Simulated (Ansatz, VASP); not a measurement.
## Two plane-wave programs on ZnS

```
Zn S
1.0
     0.00000    2.81284    2.59646
     2.81284    0.00000    2.59646
     2.81284    2.81284    0.00000
Zn S
1 1
Direct
  0.00000 0.00000 0.00000
  0.75000 0.75000 0.75000
```

Change from the starting cell: strain +0.040 along x and y, -0.040 along z, atoms carried along.

Alike in both runs: task single point; functional r2SCAN; k mesh 8 × 8 × 8; occupations gaussian, width 0.05 eV; no spin polarisation.

|  | VASP | Ansatz |
| --- | --- | --- |
| version | VASP 6.6.1 | Ansatz 0.2.0 |
| potentials or method | VASP PAW PBE potentials, release 64 (Zn, S), cutoff 520 eV | scalar-relativistic, plane waves, PAW |
| valence electrons in the cell | 18 | 18 |

VASP gave:

* gap on the k mesh at the Fermi level (eV): 2.31
* least direct gap on the mesh (eV): 2.31
* pressure (GPa): -3.6
* traceless stress, the component that is largest in VASP (GPa): 2.07

Question: Which values does Ansatz return?

Answer: gap on the k mesh at the Fermi level (eV): 2.30; least direct gap on the mesh (eV): 2.30; pressure (GPa): -3.6; traceless stress, the component that is largest in VASP (GPa): 2.06.

VASP's potentials were made for PBE, not for r2SCAN. With one functional, cell and mesh, what is left measures potentials, basis and numerics.
